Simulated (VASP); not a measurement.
Input of a VASP 6.6.1 run:

INCAR

```
SYSTEM = InSb
PREC     = Accurate       ! precision mode
ENCUT    = 600            ! plane-wave cutoff, eV
EDIFF    = 1E-7           ! SCF threshold, eV
ISMEAR   = 0              ! smearing method
SIGMA    = 0.05           ! smearing width, eV
LREAL    = .False.        ! projectors in reciprocal space
LASPH    = .True.         ! aspherical terms in the spheres
NELM     = 60             ! most SCF steps
ALGO     = Fast           ! electronic algorithm
ISIF     = 4              ! what is computed and relaxed
LWAVE    = .False.        ! write WAVECAR
LCHARG   = .False.        ! write CHGCAR
GGA      = PE             ! functional
IBRION   = 2              ! ionic algorithm
NSW      = 60             ! ionic steps
EDIFFG   = -0.01          ! ionic threshold
```

Contents of KPOINTS:

```
Automatic mesh
0
Gamma
  6 6 10
  0 0 0
```

Contents of POSCAR:

```
InSb
1.0
    5.5820328370      0.0000000000      0.0000000000
    0.0000000000      6.0762846336      0.0000000000
    0.0000000000      0.0000000000      3.2679468632
In Sb
2 2
Direct
    0.0000000000      0.0000000000      0.2496958823
    0.5000000000      0.5000000000     -0.2496958823
    0.5000000000      0.0000000000      0.7499969454
    0.0000000000      0.5000000000      0.2500030546
```

Potentials or basis: VASP PAW PBE potentials, release 64 (In_d, Sb).

The run is started by

```console
$ cat potpaw_PBE.64/In_d/POTCAR potpaw_PBE.64/Sb/POTCAR > POTCAR
$ mpirun -np 1 vasp_std > vasp.out
```

Question: What does it give for the band gap on the k mesh?

Answer: Zero (bands 18 and 19 overlap by 3.28 eV).

Final structure:
```yaml
crystal:
  lattice:
    - [5.58017, 0.00000, 0.00000]
    - [0.00000, 6.08129, 0.00000]
    - [0.00000, 0.00000, 3.26635]
  atoms:
    - { symbol: In, position: [0.00000, 0.00000, 0.24970] }
    - { symbol: In, position: [0.50000, 0.50000, 0.75030] }
    - { symbol: Sb, position: [0.50000, 0.00000, 0.74999] }
    - { symbol: Sb, position: [0.00000, 0.50000, 0.25001] }
```

Caveat: spin-orbit coupling is left out, which moves the levels of the heavy elements.
